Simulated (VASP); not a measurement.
Ti6H, 7 atoms in the cell. The cell holds a slab with vacuum, 7 atoms: a = 4.604 Å, b = 4.604 Å, c = 19.997 Å, α = 90.00°, β = 90.00°, γ = 120.00°. 

```yaml
Program: VASP 6.6.1
Task: single point
Functional: PBE
Potentials_or_basis: VASP PAW PBE potentials, release 64 (Ti_sv, H)
Cutoff: 520 eV
k_mesh: 6 × 6 × 1
Occupations: gaussian, width 0.1 eV
Spin: no spin polarisation
Dipole_correction: yes
Further_INCAR_settings: ALGO = Normal; EDIFF = 1e-06; NBANDS = 46
```

Potentials or basis: VASP PAW PBE potentials, release 64 (Ti_sv, H).

Command:

```console
$ cat potpaw_PBE.64/Ti_sv/POTCAR potpaw_PBE.64/H/POTCAR > POTCAR
$ mpirun -np 1 vasp_std > vasp.out
```

Hardware: 1 thread of Intel(R) Xeon(R) 6975P-C (Granite Rapids), on a shared host.

Question: How long does it take, and how much memory?

Answer: It took 7 min on 1 thread of Intel(R) Xeon(R) 6975P-C (Granite Rapids) (shared host), peak memory 0.58 GiB. Counts: scf iterations 32, k points 20.
